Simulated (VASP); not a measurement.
# WC (P1) in VASP: notebook, part 2 of 2

VASP 6.6.1. Earlier steps stand in the parts before.

## Step 3: Single point, PBE

File INCAR:

```
  ALGO = Normal
  EDIFF = 1E-6
  ENCUT = 520
  GGA = PE
  ISIF = 2
  ISMEAR = -1
  LASPH = T
  LCHARG = F
  LREAL = Auto
  LWAVE = F
  NBANDS = 86
  NELM = 60
  PREC = Accurate
  SIGMA = 0.3
```

File KPOINTS:

```
k-points
0
Gamma
  2 2 2
```

File POSCAR:

```
WC
1.0
   -2.9008000000     -5.0243330000      0.0000000000
    4.3512000000     -2.5121660000      0.0000000000
    0.0000000000      0.0000000000      5.6590000000
W C
8 8
Direct
    0.7432258608      0.4529898825      0.0005831419
    0.7119997313      0.5226072855      0.4781586853
    0.4922277826     -0.0173620261     -0.0054073158
    0.4300246089     -0.0452943130      0.4854214526
    0.2485777360      0.4742770493     -0.0038699417
    0.2404457753      0.4502172056      0.4908464393
   -0.0102647050     -0.0342838427     -0.0168934441
    0.0012640089     -0.0356070425      0.4733875243
    0.4648635451      0.6353364984      0.2078105672
    0.4862917589      0.6227328402      0.6817105496
    0.2363900738      0.1413909556      0.2296165400
    0.2292741555      0.1537917058      0.7652588797
   -0.0023306531      0.6410046060      0.2068563350
   -0.0645203574      0.5935004935      0.7239618307
    0.7411941796      0.1737120970      0.2740766920
    0.7346781648      0.0915274914      0.7269658950
```

Potentials or basis: VASP PAW PBE potentials, release 64 (W_sv, C).

Run with:

```bash
$ cat potpaw_PBE.64/W_sv/POTCAR potpaw_PBE.64/C/POTCAR > POTCAR
$ mpirun -np 1 vasp_std > vasp.out
```

OUTCAR:

```text
EDIFF = 1E-6
   ENCUT = 520
   GGA = PE
   ISIF = 2
   ISMEAR = -1
   LASPH = T
   LREAL = Auto
   NELM = 60
   PREC = Accurate

 ion  position               nearest neighbor table
   1  0.743  0.453  0.001-  14 2.05  15 2.09  13 2.11   9 2.20  16 2.39  10 2.49   2 2.73   3 2.78
                             7 2.84   5 2.87   5 2.93   7 2.95   2 2.98   3 3.03
   2  0.712  0.523  0.478-  10 1.82  14 1.93  15 2.11   9 2.17  13 2.34  16 2.59   4 2.72   1 2.73
                             6 2.76   8 2.78   1 2.98   6 3.09   8 3.27   4 3.29
   3  0.492  0.983  0.995-   9 2.13  16 2.14  11 2.15  12 2.18  15 2.35  10 2.53   1 2.78   4 2.80
                             5 2.85   7 2.89   4 2.91   7 2.92   5 2.92   1 3.03
   4  0.430  0.955  0.485-  10 2.03  11 2.06  12 2.21   9 2.25  16 2.34  15 2.43   8 2.49   2 2.72
                             6 2.72   6 2.76   3 2.80   3 2.91   2 3.29   8 3.32
   5  0.249  0.474  0.996-   9 1.91  13 2.06  12 2.08  11 2.13  10 2.37  14 2.46   6 2.80   3 2.85
                             6 2.86   1 2.87   7 2.89   3 2.92   1 2.93   7 2.96
   6  0.240  0.450  0.491-  10 1.99  11 2.14  12 2.15   9 2.26  14 2.32  13 2.34   4 2.72   2 2.76
                             4 2.76   5 2.80   8 2.81   5 2.86   8 2.93   2 3.09
   7  0.990  0.966  0.983-  13 2.07  12 2.08  16 2.17  11 2.18  14 2.40  15 2.43   8 2.78   1 2.84
                             8 2.89   3 2.89   5 2.89   3 2.92   1 2.95   5 2.96
   8  0.001  0.964  0.473-  11 2.13  15 2.16  16 2.20  13 2.22  12 2.32  14 2.37   4 2.49   7 2.78
                             2 2.78   6 2.81   7 2.89   6 2.93   2 3.27   4 3.32
   9  0.465  0.635  0.208-   5 1.91   3 2.13   2 2.17   1 2.20   4 2.25   6 2.26
  10  0.486  0.623  0.682-   2 1.82   6 1.99   4 2.03   5 2.37   1 2.49   3 2.53
  11  0.236  0.141  0.230-   4 2.06   5 2.13   8 2.13   6 2.14   3 2.15   7 2.18
  12  0.229  0.154  0.765-   5 2.08   7 2.08   6 2.15   3 2.18   4 2.21   8 2.32
  13  0.998  0.641  0.207-   5 2.06   7 2.07   1 2.11   8 2.22   2 2.34   6 2.34
  14  0.935  0.594  0.724-   2 1.93   1 2.05   6 2.32   8 2.37   7 2.40   5 2.46
  15  0.741  0.174  0.274-   1 2.09   2 2.11   8 2.16   3 2.35   7 2.43   4 2.43
  16  0.735  0.092  0.727-   3 2.14   7 2.17   8 2.20   4 2.34   1 2.39   2 2.59

  LATTYP: Found a simple orthorhombic cell.
 ALAT       =     5.0243327369
 B/A-ratio  =     1.1263187166
 C/A-ratio  =     1.1547005978

  Lattice vectors:

 A1 = (   4.3512000000,  -2.5121660000,   0.0000000000)
 A2 = (   0.0000000000,   0.0000000000,   5.6590000000)
 A3 = (  -2.9008000000,  -5.0243330000,   0.0000000000)

Analysis of symmetry for initial positions (statically):
=====================================================================
 Subroutine PRICEL returns:
 Original cell was already a primitive cell.

 Routine SETGRP: Setting up the symmetry group for a
 simple orthorhombic supercell.

 Subroutine GETGRP returns: Found  1 space group operations
 (whereof  1 operations were pure point group operations)
 out of a pool of  8 trial point group operations.

The static configuration has the point symmetry C_1 .

Analysis of symmetry for dynamics (positions and initial velocities):
=====================================================================
 Subroutine PRICEL returns:
 Original cell was already a primitive cell.

 Routine SETGRP: Setting up the symmetry group for a
 simple orthorhombic supercell.

 Subroutine GETGRP returns: Found  1 space group operations
 (whereof  1 operations were pure point group operations)
 out of a pool of  8 trial point group operations.

The dynamic configuration has the point symmetry C_1 .

 Subroutine INISYM returns: Found  1 space group operations
 (whereof  1 operations are pure point group operations),
 and found     1 'primitive' translations

----------------------------------------------------------------------------------------

[... 93 lines left out ...]
 SYSTEM =  unknown system
   PREC   = accura    normal or accurate (medium, high low for compatibility)
   ISTART =      0    job   : 0-new  1-cont  2-samecut
   ICHARG =      2    charge: 1-file 2-atom 10-const
   ISPIN  =      1    spin polarized calculation?
   LNONCOLLINEAR =      F non collinear calculations
   LSORBIT =      F    spin-orbit coupling
   LASPH  =      T    aspherical Exc in radial PAW
   ENCUT  =  520.0 eV  38.22 Ry    6.18 a.u.  10.79  9.34 10.52*2*pi/ulx,y,z
   NELM   =     60;   NELMIN=  2; NELMDL= -5     # of ELM steps
   EDIFF  = 0.1E-05   stopping-criterion for ELM
   LREAL  =      T    real-space projection
   EDIFFG = 0.1E-04   stopping-criterion for IOM
   NSW    =      0    number of steps for IOM
   IBRION =     -1    ionic relax: 0-MD 1-quasi-New 2-CG
   NFREE  =      0    steps in history (QN), initial steepest desc. (CG)
   ISIF   =      2    stress and relaxation
   ISYM   =      2    0-nonsym 1-usesym 2-fastsym
   POTIM  = 0.5000    time-step for ionic-motion
   TEBEG  =    0.0;   TEEND  =   0.0 temperature during run
   PSTRESS=    0.0 pullay stress
   NELECT =     144.0000    total number of electrons
   NUPDOWN=      -1.0000    fix difference up-down
   EMIN   =  10.00;   EMAX   =-10.00  energy-range for DOS
   EFERMI =   0.00;   METHOD = LEGACY
   ISMEAR =    -1;   SIGMA  =   0.30  broadening in eV -4-tet -1-fermi 0-gaus
   EFERMI_NEDOS =   21; number of points for ismear=-14 and -15
   IALGO  =     38    algorithm
   IMIX   =      4    mixing-type and parameters
     AMIX     =   0.40;   BMIX     =  1.00
     AMIX_MAG =   1.60;   BMIX_MAG =  1.00
  volume/ion in A,a.u.               =      10.31        69.57
  Fermi-wavevector in a.u.,A,eV,Ry     =   1.564613  2.956691 33.307266  2.448015
  Thomas-Fermi vector in A             =   2.667211
   LORBIT       =      0    0 simple, 1 ext, 2 COOP (PROOUT), +10 PAW based schemes
   GGA     = PE    functional components
   LHFCALC =     F    Hartree Fock is set to
   AEXX    =    0.0000 exact exchange contribution
   IVDW    =     0    specifies the selected vdW correction
   LEPSILON=     F    determine dielectric tensor
   LRPA    =     F    only Hartree local field effects (RPA)
 non-spin polarized calculation
  energy-cutoff  :      520.00
  volume of cell :      164.96
 maximum number of plane-waves:      4472
 NGX is ok and might be reduce to    48
   NGX = 21   NGY = 19   NGZ = 21

 number of electron     143.9999999 magnetization

 Free energy of the ion-electron system (eV)
  ---------------------------------------------------
  ext. energy  EPLUGINS =         0.00000000
  ---------------------------------------------------
  free energy    TOTEN  =      -171.50833308 eV

  energy without entropy =     -170.14621042  energy(sigma->0) =     -170.82727175

 E-fermi :  11.5397     XC(G=0): -13.7889

 val. band max:       11.4599217002   @ k =   0.0000   0.5000   0.0000
 cond. band min:      11.5592580550   @ k =   0.0000   0.0000   0.0000
 fundamental gap:      0.0993363548
 Fermi energy:        11.5396689604

 k-point     1 :       0.0000    0.0000    0.0000
  band No.  band energies     occupation
      1     -62.7241      2.00000
      2     -62.6769      2.00000
      3     -62.6572      2.00000
      4     -62.6288      2.00000
      5     -62.5794      2.00000
      6     -62.5379      2.00000
[... 685 lines left out ...]
     83      14.9130      0.00003
     84      15.1369      0.00001
 [bands above 84 left out]

------------------------ aborting loop because EDIFF is reached ----------------------------------------

  FORCE on cell =-STRESS in cart. coord.  units (eV):
  Direction    XX          YY          ZZ          XY          YZ          ZX
  --------------------------------------------------------------------------------------
  -------------------------------------------------------------------------------------
  Total       29.0949411     32.8377426     29.9741172      3.3957167     -1.3281430     -0.4224482
  in kB      282.5935167    318.9466214    291.1327837     32.9819371    -12.8999957     -4.1031577
  external PRESSURE =     297.5576406 kB  Pullay stress =       0.0000000 kB

 VOLUME and BASIS-vectors are now :
 -----------------------------------------------------------------------------
  energy-cutoff  :      520.00
  volume of cell :      164.96
      direct lattice vectors                 reciprocal lattice vectors
    -2.900800000 -5.024333000  0.000000000    -0.086183109 -0.149273553  0.000000000
     4.351200000 -2.512166000  0.000000000     0.172366252 -0.099515702  0.000000000
     0.000000000  0.000000000  5.659000000     0.000000000  0.000000000  0.176709666

 POSITION                                       TOTAL-FORCE (eV/Angst)
 -----------------------------------------------------------------------------------
     -0.18490     -4.87220      0.00330         1.852385      0.820987     -3.011664
      0.20860     -4.89020      2.70590        -8.543753     -0.980675     -3.243358
      2.84780     -4.94167      5.62840        -0.863437      0.827832     -1.454211
      2.90670     -4.55897      2.74700        -1.759694     -7.564206      0.519012
      1.34260     -2.44040      5.63710         0.652182      3.202096     -4.135430
      1.26150     -2.33910      2.77770         3.711683      2.742865     -1.247940
[... 8 lines left out ...]
     -1.39420     -4.16040      1.55100        -2.037736      1.647997     -2.387910
     -1.73290     -3.92120      4.11390         1.652980     -0.525875      0.852170
 -----------------------------------------------------------------------------------
    total drift:                                0.002451      0.003376     -0.019455

  FREE ENERGIE OF THE ION-ELECTRON SYSTEM (eV)
  ---------------------------------------------------
  free  energy   TOTEN  =      -171.5083330829 eV

  energy  without entropy=     -170.1462104162  energy(sigma->0) =     -170.82727175
```

Wall time 2.6 min (1 thread of Intel Xeon 6975P-C (Granite Rapids), shared host); peak memory 0.3 GiB.

What came out:

```yaml
Free_energy: -171.5083 eV
Pressure: 29.8 GPa
Largest_force: 9.191 eV/Å
Band_gap_on_the_k_mesh: zero (band 72 reaches 11.63 eV, above the bottom of band 73 at 11.22 eV)
```

Forces in eV/Å, atoms in the order of the input:
```
W    1.852  0.821 -3.012
W   -8.544 -0.981 -3.243
W   -0.863  0.828 -1.454
W   -1.760 -7.564  0.519
W    0.652  3.202 -4.135
W    3.712  2.743 -1.248
W    1.464  1.118 -0.510
W    2.392  4.240  2.658
C   -0.027 -3.440  2.975
C    2.997  2.695  7.839
C    0.678  0.275 -0.711
C   -2.171  0.568 -2.147
C    0.342  0.708  2.662
C   -0.339 -6.335  1.344
C   -2.038  1.648 -2.388
C    1.653 -0.526  0.852
```

Caveat: the k points lie up to 0.63 Å⁻¹ apart; spin-orbit coupling is left out, which moves the levels of the heavy elements; forces of over 1 eV/Å act on the atoms, so gaps and moduli don't describe the material at rest.
